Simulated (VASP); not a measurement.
Be, 1 atom in the cell. Symmetry: Im-3m, No. 229, cubic system. Conventional cell: a = 2.389 Å, b = 2.389 Å, c = 2.389 Å, α = 90.00°, β = 90.00°, γ = 90.00°. Be (site symmetry m-3m) has 14 Be at 2.07 to 2.39 Å within 2.7 Å.  This cell differs from its parent crystal: volume scaled by 0.88.

```yaml
Program: VASP 6.6.1
Task: single point
Functional: PBEsol
Potentials_or_basis: VASP PAW PBE potentials, release 64 (Be)
Cutoff: 520 eV
k_mesh: 23 × 23 × 23
Occupations: fermi-dirac, width 0.1 eV
Spin: no spin polarisation
Dipole_correction: no
Further_INCAR_settings: ALGO = Normal; EDIFF = 1e-06; NBANDS = 7
```

Potentials or basis: VASP PAW PBE potentials, release 64 (Be).

Run with:

```sh
$ cat potpaw_PBE.64/Be/POTCAR > POTCAR
$ mpirun -np 1 vasp_std > vasp.out
```

Hardware: 1 thread of Intel Xeon 6975P-C, with other jobs on the host.

Problem. Estimate the wall time of this run.

Solution. Wall time 7.1 s on 1 thread of Intel Xeon 6975P-C (shared host), peak memory 0.12 GiB. Counts: scf iterations 9, k points 364.
